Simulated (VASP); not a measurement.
# Si62C (a cell with a defect) in VASP: single point with PBE

Aim: the single point of Si62C (a cell with a defect) with PBE.

Everything below comes from runs of VASP 6.6.1. Logs are shortened: lines on timing, memory, paths and dates and some standing lists are left out, and cuts for length are marked.

## Step 1: The cell of the first run

The cell holds a defect, 63 atoms: a = 10.860 Å, b = 10.860 Å, c = 10.860 Å, α = 90.00°, β = 90.00°, γ = 90.00°.

## Step 2: Single point, PBE

INCAR reads:

```
PREC = Accurate
ENCUT = 520
EDIFF = 1E-7
ISMEAR = -1
SIGMA = 0.05
LREAL = Auto
LASPH = T
NELM = 100
ALGO = Normal
ISIF = 2
LWAVE = F
LCHARG = T
GGA = PE
LELF = T
LVHAR = T
NBANDS = 163
```

KPOINTS reads:

```
Automatic mesh
0
Gamma
  1 1 1
```

POSCAR reads:

```
Si62C
1.0
   10.8600000000      0.0000000000      0.0000000000
    0.0000000000     10.8600000000      0.0000000000
    0.0000000000      0.0000000000     10.8600000000
Si C
62 1
Direct
    0.4994465009     -0.0008422652      0.0010729282
    0.6110741252      0.1274123389      0.1364833333
    0.7438680479      0.2508025783      0.0052258748
    0.8757983425      0.3705176796      0.1286717311
    0.7443745856      0.0017015654      0.2503259669
    0.8729564457      0.1238698895      0.3764521179
    0.0090541436      0.0016303867      0.0034862799
    0.1386815838      0.1194890424      0.1395550645
    0.2506459484      0.2487489871      0.0067623389
    0.3763497238      0.3672611418      0.1380198895
    0.4984948435      0.4951613260      0.0022891344
    0.6295044199      0.6174271639      0.1263387661
    0.7515822284      0.7470987109      0.0010806630
    0.8756982505      0.8767500000      0.1249651013
    0.2718581031     -0.0037914365      0.2612715470
    0.4657587477      0.2256411602      0.2838699816
    0.6145270718      0.3619230203      0.3814776243
    0.7466759669      0.4893111418      0.2560355433
    0.8652676796      0.6305437385      0.3787244015
    0.6032470534      0.1006521179      0.6074553407
    0.7416104972      0.2387737569      0.5056055249
    0.8710786372      0.3728953039      0.6258386740
    0.7480461326      0.0013128913      0.7504304788
    0.8770177716      0.1262604972      0.8801200737
   -0.0021039595      0.4978452118      0.0009104052
    0.1234681400      0.6266824125      0.1218151013
    0.2446653775      0.7505415285     -0.0087157459
    0.3756416206      0.8679641805      0.1205290055
    0.0030787293      0.2465107735      0.2539613260
    0.1216668508      0.3826898711      0.3755581031
    0.2486449355      0.5035151934      0.2487540516
    0.3759354512      0.6253999079      0.3750106814
    0.5010707182      0.7461918048      0.2464217311
    0.5986848987      0.8949720994      0.3767507366
    0.0031268877      0.0012203499      0.4986319521
    0.1343491713      0.1316307551      0.6134596685
    0.2611533149      0.2586058011      0.4830712707
    0.3764204420      0.3757631676      0.6250376611
    0.5017158379      0.5020189687      0.5024992634
    0.6258308471      0.6327426335      0.6246048803
    0.7363350829      0.7656377532      0.4936259669
    0.8725238490      0.8781696133      0.6225540516
    0.2627985267      0.0070692449      0.7349324125
    0.3746046961      0.1266206262      0.8770061694
    0.4993430018      0.2430622468      0.7448061694
    0.6241472376      0.3735006446      0.8719526703
    0.7489917127      0.5031456722      0.7489800184
    0.8774916206      0.6254377532      0.8741927256
   -0.0015454880      0.7496922652      0.2499496317
    0.1309647330      0.8742710866      0.3768876611
   -0.0052057090      0.5065960405      0.5035373849
    0.1301259669      0.6295035912      0.6261448435
    0.2610659300      0.7574755985      0.5027086556
    0.4001994475      0.9051291897      0.5920534070
    0.0028337017      0.2510034070      0.7482424494
    0.1262831492      0.3732628913      0.8785472376
    0.2497400552      0.4995551565      0.7522670350
    0.3785386740      0.6287267956      0.8716325967
    0.4978965930      0.7634836096      0.7405173112
    0.6270141805      0.8743553407      0.8767070902
   -0.0006310313      0.7529956722      0.7464871087
    0.1300339779      0.8823744936      0.8631830571
    0.4929055249     -0.0023673112      0.4738689687
```

Potentials or basis: VASP PAW PBE potentials, release 64 (Si, C).

Started as:

```console
$ cat potpaw_PBE.64/Si/POTCAR potpaw_PBE.64/C/POTCAR > POTCAR
$ mpirun -np 1 vasp_gam > vasp.out
```

OUTCAR:

```text
PREC = Accurate
   ENCUT = 520
   EDIFF = 1E-7
   ISMEAR = -1
   LREAL = Auto
   LASPH = T
   NELM = 100
   ISIF = 2
   GGA = PE

 ion  position               nearest neighbor table
   1  0.499  0.999  0.001-  28 2.35  44 2.36   2 2.36  60 2.36
   2  0.611  0.127  0.136-   5 2.34   1 2.36   3 2.43  16 2.49
   3  0.744  0.251  0.005-   4 2.35  46 2.36  24 2.40   2 2.43
   4  0.876  0.371  0.129-   3 2.35  18 2.35  29 2.36  25 2.37
   5  0.744  0.002  0.250-   2 2.34   6 2.36  14 2.39  34 2.39
   6  0.873  0.124  0.376-  35 2.35  29 2.35  21 2.36   5 2.36
   7  0.009  0.002  0.003-  14 2.38  24 2.38  62 2.39   8 2.41
   8  0.139  0.119  0.140-   9 2.35  29 2.37  15 2.37   7 2.41
   9  0.251  0.249  0.007-   8 2.35  10 2.36  44 2.36  56 2.36
  10  0.376  0.367  0.138-   9 2.36  31 2.36  16 2.41  11 2.42
  11  0.498  0.495  0.002-  12 2.37  46 2.37  58 2.41  10 2.42
  12  0.630  0.617  0.126-  18 2.35  13 2.36  33 2.37  11 2.37
  13  0.752  0.747  0.001-  48 2.35  60 2.36  12 2.36  14 2.37
  14  0.876  0.877  0.125-  49 2.35  13 2.37   7 2.38   5 2.39
  15  0.272  0.996  0.261-  28 2.36   8 2.37  50 2.38
  16  0.466  0.226  0.284-  10 2.41  17 2.43   2 2.49  37 3.12
  17  0.615  0.362  0.381-  21 2.35  39 2.35  18 2.41  16 2.43
  18  0.747  0.489  0.256-  12 2.35   4 2.35  19 2.41  17 2.41
  19  0.865  0.631  0.379-  51 2.37  41 2.38  49 2.39  18 2.41
  20  0.603  0.101  0.607-  63 2.19  21 2.39  45 2.43  23 2.46  54 3.07
  21  0.742  0.239  0.506-  17 2.35   6 2.36  20 2.39  22 2.41
  22  0.871  0.373  0.626-  47 2.36  55 2.36  51 2.38  21 2.41
  23  0.748  0.001  0.750-  60 2.35  42 2.35  24 2.41  20 2.46
  24  0.877  0.126  0.880-   7 2.38  55 2.40   3 2.40  23 2.41
  25  0.998  0.498  0.001-  48 2.35  56 2.35  26 2.35   4 2.37
  26  0.123  0.627  0.122-  31 2.35  25 2.35  27 2.36  49 2.36
[... 25 lines left out ...]
  52  0.130  0.630  0.626-  61 2.35  57 2.36  51 2.39  53 2.40
  53  0.261  0.757  0.503-  50 2.34  32 2.35  52 2.40  54 2.41
  54  0.400  0.905  0.592-  63 1.92  53 2.41  43 2.42  59 2.47  20 3.07
  55  0.003  0.251  0.748-  56 2.36  22 2.36  24 2.40  36 2.42
  56  0.126  0.373  0.879-  25 2.35  57 2.36  55 2.36   9 2.36
  57  0.250  0.500  0.752-  52 2.36  56 2.36  58 2.37  38 2.37
  58  0.379  0.629  0.872-  27 2.36  57 2.37  11 2.41  59 2.42
  59  0.498  0.763  0.741-  40 2.35  60 2.37  58 2.42  54 2.47
  60  0.627  0.874  0.877-  23 2.35  13 2.36   1 2.36  59 2.37
  61  0.999  0.753  0.746-  52 2.35  42 2.36  62 2.37  48 2.37
  62  0.130  0.882  0.863-  27 2.35  61 2.37   7 2.39  43 2.42
  63  0.493  0.998  0.474-  54 1.92  34 1.92  20 2.19

  LATTYP: Found a simple cubic cell.
 ALAT       =    10.8600000000

  Lattice vectors:

 A1 = (  10.8600000000,   0.0000000000,   0.0000000000)
 A2 = (   0.0000000000,  10.8600000000,   0.0000000000)
 A3 = (   0.0000000000,   0.0000000000,  10.8600000000)

Analysis of symmetry for initial positions (statically):
=====================================================================
[... 229 lines left out ...]
   ISYM   =      2    0-nonsym 1-usesym 2-fastsym
   POTIM  = 0.5000    time-step for ionic-motion
   TEBEG  =    0.0;   TEEND  =   0.0 temperature during run
   PSTRESS=    0.0 pullay stress
   NELECT =     252.0000    total number of electrons
   NUPDOWN=      -1.0000    fix difference up-down
   EMIN   =  10.00;   EMAX   =-10.00  energy-range for DOS
   EFERMI =   0.00;   METHOD = LEGACY
   ISMEAR =    -1;   SIGMA  =   0.05  broadening in eV -4-tet -1-fermi 0-gaus
   EFERMI_NEDOS =   21; number of points for ismear=-14 and -15
   IALGO  =     38    algorithm
   IMIX   =      4    mixing-type and parameters
     AMIX     =   0.40;   BMIX     =  1.00
     AMIX_MAG =   1.60;   BMIX_MAG =  1.00
  volume/ion in A,a.u.               =      20.33       137.20
  Fermi-wavevector in a.u.,A,eV,Ry     =   0.952164  1.799329 12.335269  0.906617
  Thomas-Fermi vector in A             =   2.080702
   LORBIT       =      0    0 simple, 1 ext, 2 COOP (PROOUT), +10 PAW based schemes
   GGA     = PE    functional components
[... 5 lines left out ...]
 non-spin polarized calculation
  energy-cutoff  :      520.00
  volume of cell :     1280.82
 maximum number of plane-waves:     17229
 NGX is ok and might be reduce to    84
   NGX = 41   NGY = 41   NGZ = 41

 number of electron     251.9999998 magnetization

 Free energy of the ion-electron system (eV)
  ---------------------------------------------------
  ext. energy  EPLUGINS =         0.00000000
  ---------------------------------------------------
  free energy    TOTEN  =      -333.53363554 eV

  energy without entropy =     -333.43130029  energy(sigma->0) =     -333.48246791

 E-fermi :   5.9763     XC(G=0):  -9.3235

 val. band max:        5.8994963403   @ k =   0.0000   0.0000   0.0000
 cond. band min:       6.0630163380   @ k =   0.0000   0.0000   0.0000
 fundamental gap:      0.1635199977
 Fermi energy:         5.9763416475

 k-point     1 :       0.0000    0.0000    0.0000
  band No.  band energies     occupation
      1      -6.4089      2.00000
      2      -5.9108      2.00000
      3      -5.1636      2.00000
      4      -5.1393      2.00000
      5      -5.1326      2.00000
      6      -5.1264      2.00000
[... 130 lines left out ...]
    137       6.8333      0.00000
    138       6.8444      0.00000
 [bands above 138 left out]

------------------------ aborting loop because EDIFF is reached ----------------------------------------

  FORCE on cell =-STRESS in cart. coord.  units (eV):
  Direction    XX          YY          ZZ          XY          YZ          ZX
  --------------------------------------------------------------------------------------
  -------------------------------------------------------------------------------------
  Total       -3.0014955      2.9700420     -4.3725338     -8.0557685     -3.0517291      4.9308216
  in kB       -3.7545579      3.7152128     -5.4695838    -10.0769264     -3.8173949      6.1679436
  external PRESSURE =      -1.8363096 kB  Pullay stress =       0.0000000 kB

 VOLUME and BASIS-vectors are now :
 -----------------------------------------------------------------------------
  energy-cutoff  :      520.00
  volume of cell :     1280.82
      direct lattice vectors                 reciprocal lattice vectors
    10.860000000  0.000000000  0.000000000     0.092081031  0.000000000  0.000000000
     0.000000000 10.860000000  0.000000000     0.000000000  0.092081031  0.000000000
     0.000000000  0.000000000 10.860000000     0.000000000  0.000000000  0.092081031

 POSITION                                       TOTAL-FORCE (eV/Angst)
 -----------------------------------------------------------------------------------
      5.42399     10.85085      0.01165         0.019863      0.004149     -0.021645
      6.63626      1.38370      1.48221        -0.011874     -0.016636     -0.008832
      8.07841      2.72372      0.05675        -0.002664     -0.003573     -0.026554
      9.51117      4.02382      1.39737        -0.036956      0.024825     -0.021547
      8.08391      0.01848      2.71854        -0.036746      0.023014      0.078658
      9.48031      1.34523      4.08827         0.012283      0.021833     -0.021798
[... 55 lines left out ...]
      1.41217      9.58259      9.37417         0.008408     -0.002687      0.023780
      5.35295     10.83429      5.14622         1.206133     -0.196543      1.984946
 -----------------------------------------------------------------------------------
    total drift:                               -0.011609     -0.011837      0.002273

  FREE ENERGIE OF THE ION-ELECTRON SYSTEM (eV)
  ---------------------------------------------------
  free  energy   TOTEN  =      -333.5336355353 eV

  energy  without entropy=     -333.4313002912  energy(sigma->0) =     -333.48246791
```

Wall time 8.8 min (1 thread of AMD EPYC 7R13 (Zen 3), shared host); peak memory 1 GiB.

What came out:

```
Free energy            : -333.5336 eV
Pressure               : -0.2 GPa
Largest force          : 2.331 eV/Å
Band gap on the k mesh : 0.16 eV
```

Forces in eV/Å, atoms in the order of the input:
```
Si   0.020  0.004 -0.022
Si  -0.012 -0.017 -0.009
Si  -0.003 -0.004 -0.027
Si  -0.037  0.025 -0.022
Si  -0.037  0.023  0.079
Si   0.012  0.022 -0.022
Si  -0.141 -0.033 -0.118
Si  -0.216  0.060 -0.222
Si   0.007  0.008 -0.082
Si  -0.070  0.133 -0.126
Si   0.017  0.014 -0.060
Si  -0.060  0.099  0.017
Si   0.002  0.027 -0.003
Si  -0.063  0.025  0.028
Si  -0.419  0.324 -0.325
Si  -0.044  0.412 -0.369
Si   0.052  0.106 -0.030
Si   0.006  0.072 -0.060
Si   0.097 -0.053 -0.014
Si  -0.199 -0.143 -0.606
Si   0.024  0.036 -0.086
Si  -0.027 -0.005 -0.019
Si  -0.150 -0.025 -0.219
Si  -0.121 -0.029 -0.120
Si   0.004  0.005 -0.012
Si  -0.020  0.035 -0.001
Si   0.028  0.025  0.049
Si   0.017  0.107  0.089
Si  -0.038  0.025 -0.041
Si   0.018 -0.022 -0.061
Si  -0.011  0.039 -0.044
Si  -0.034 -0.015 -0.004
Si  -0.005  0.127  0.158
Si   0.328 -0.112  0.425
Si  -0.006 -0.007 -0.009
Si  -0.026 -0.037  0.002
Si  -0.012 -0.018 -0.038
Si  -0.002 -0.008 -0.014
Si   0.003  0.002 -0.009
Si   0.012 -0.032  0.004
Si   0.194 -0.167  0.022
Si   0.030 -0.032  0.022
Si  -0.021  0.003  0.033
Si   0.004 -0.005 -0.026
Si   0.001 -0.136 -0.170
Si  -0.016 -0.076 -0.075
Si  -0.003 -0.009 -0.006
Si  -0.016  0.001  0.011
Si   0.016  0.043 -0.035
Si   0.014  0.073 -0.006
Si   0.034 -0.064 -0.006
Si  -0.042 -0.023 -0.030
Si  -0.073 -0.083 -0.031
Si  -0.237 -0.438  0.223
Si  -0.013  0.014 -0.028
Si  -0.011  0.013 -0.027
Si  -0.021  0.006 -0.026
Si   0.005 -0.012  0.029
Si   0.030 -0.099  0.070
Si   0.004  0.001 -0.029
Si   0.015 -0.010  0.017
Si   0.008 -0.003  0.024
C    1.206 -0.197  1.985
```

Stress tensor (GPa, compression positive):
```
-0.38 -1.01  0.62
-1.01  0.37 -0.38
 0.62 -0.38 -0.55
```

Levels at points of the mesh, in eV from the valence-band top:
| k point | band 123 | band 124 | band 125 | band 126 | band 127 | band 128 | band 129 | band 130 |
| --- | --- | --- | --- | --- | --- | --- | --- | --- |
| (0.00, 0.00, 0.00) | -0.88 | -0.56 | -0.48 | 0.00 | 0.16 | 0.26 | 0.42 | 0.45 |

Caveat: the k points lie up to 0.58 Å⁻¹ apart.
